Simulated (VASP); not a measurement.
# Pb: single point with revPBE

Pb:

```
Pb
1.0
     5.75253    0.00000    0.00000
    -2.87627    4.98184    0.00000
     0.00000    0.00000    3.47233
Pb
3
Direct
  0.00000 0.00000 0.00000
  0.33333 0.66667 0.50000
  0.66667 0.33333 0.50000
```

```json
{
 "Program": "VASP 6.6.1",
 "Task": "single point",
 "Functional": "revPBE",
 "Potentials or basis": "VASP PAW PBE potentials, release 64 (Pb_d)",
 "Cutoff": "520 eV",
 "k mesh": "7 × 7 × 10",
 "Occupations": "fermi-dirac, width 0.1 eV",
 "Spin": "no spin polarisation",
 "Dipole correction": "no",
 "Further INCAR settings": "ALGO = Normal; EDIFF = 1e-07; NBANDS = 28"
}
```

```yaml
Pressure: 0.0 GPa
Band_gap_on_the_k_mesh: zero (band 21 reaches 8.17 eV, above the bottom of band 22 at 4.59 eV)
```

Stress tensor (GPa, compression positive):
```
 0.23  0.00  0.00
 0.00  0.23  0.00
 0.00  0.00 -0.48
```

Levels at points of the mesh, in eV from the Fermi level:
| k point | band 19 | band 20 | band 21 | band 22 | band 23 | band 24 |
| --- | --- | --- | --- | --- | --- | --- |
| (0.00, 0.00, 0.00) | -1.88 | -1.88 | -1.76 | -1.76 | 2.92 | 6.68 |
| (0.00, 0.00, 0.50) | -2.04 | -1.20 | -0.21 | -0.21 | -0.15 | 1.00 |

Wall time 2.4 min on 1 thread of AMD EPYC 7R43 64-Core Processor (Zen 3), with other jobs on the host, peak memory 0.25 GiB.

Caveat: the PAW data sets were made with another functional, which shifts forces and pressure a little; spin-orbit coupling is left out, which moves the levels of the heavy elements.
